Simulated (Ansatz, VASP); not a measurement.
**Two plane-wave programs on K2Pt**

INCAR

```
PREC     = Accurate       # precision mode
ENCUT    = 520            # plane-wave cutoff, eV
EDIFF    = 1E-7           # SCF threshold, eV
ISMEAR   = 0              # smearing method
SIGMA    = 0.05           # smearing width, eV
LREAL    = F              # projectors in reciprocal space
LASPH    = T              # aspherical terms in the spheres
NELM     = 60             # most SCF steps
ALGO     = Normal         # electronic algorithm
ISIF     = 2              # what is computed and relaxed
LWAVE    = F              # write WAVECAR
LCHARG   = T              # write CHGCAR
GGA      = CA             # functional
LELF     = T              # ELF
LVHAR    = T            
NBANDS   = 21             # bands
```

Contents of KPOINTS:

```
Automatic mesh
0
Gamma
  6 6 6
```

The input POSCAR:

```
K2Pt
1.0
    0.0000000000      3.7720094822      3.7814631400
    3.7909167978      0.0000000000      3.7814631400
    3.7909167978      3.7720094822      0.0000000000
K Pt
2 1
Direct
    0.7500000000      0.7500000000      0.7500000000
    0.2500000000      0.2500000000      0.2500000000
    0.0000000000      0.0000000000      0.0000000000
```

Input for Ansatz:

```yaml
crystal:
  lattice:
    - [0.0, 3.7720094822, 3.78146314]
    - [3.7909167978, 0.0, 3.78146314]
    - [3.7909167978, 3.7720094822, 0.0]
  atoms:
    - { symbol: K, position: [0.75, 0.75, 0.75] }
    - { symbol: K, position: [0.25, 0.25, 0.25] }
    - { symbol: Pt, position: [0.0, 0.0, 0.0] }
basis:
  ecutwfc: 420
kpoints:
  mp_grid: { grid: [6, 6, 6] }
hamiltonian:
  xc: lda
scf:
  occupations: { method: gaussian, width: 0.05 }
output:
  forces: true
  stress: true
  eigenvalues: true
```

Change from the starting cell: strain +0.0025 x Voigt [1, -1, 0, 0, 0, 0], atoms carried along.

Alike in both runs: task single point; functional LDA; k mesh 6 × 6 × 6; occupations gaussian, width 0.05 eV; no spin polarisation.

```csv
,VASP,Ansatz
version,VASP 6.6.1,Ansatz 0.2.0
potentials or method,"VASP PAW LDA potentials, release 64 (K_sv, Pt), cutoff 520 eV","scalar-relativistic, plane waves, PAW"
valence electrons in the cell,28,36
```

```tsv
	VASP	Ansatz	Ansatz less VASP
gap on the k mesh at the Fermi level (eV)	1.32	1.31	-0.008
least direct gap on the mesh (eV)	1.39	1.38	-0.008
pressure (GPa)	-1.8	-1.9	-0.07
traceless stress, the component that is largest in VASP (GPa)	-0.05	-0.05	-0.001
```

LDA's correlation is that of Perdew and Zunger in VASP and of Perdew and Wang (1992) in Ansatz. VASP's potentials hold 28 valence electrons a cell and Ansatz's 36, so a difference there can come from the potentials and not from the codes.

Spin-orbit coupling is off throughout.
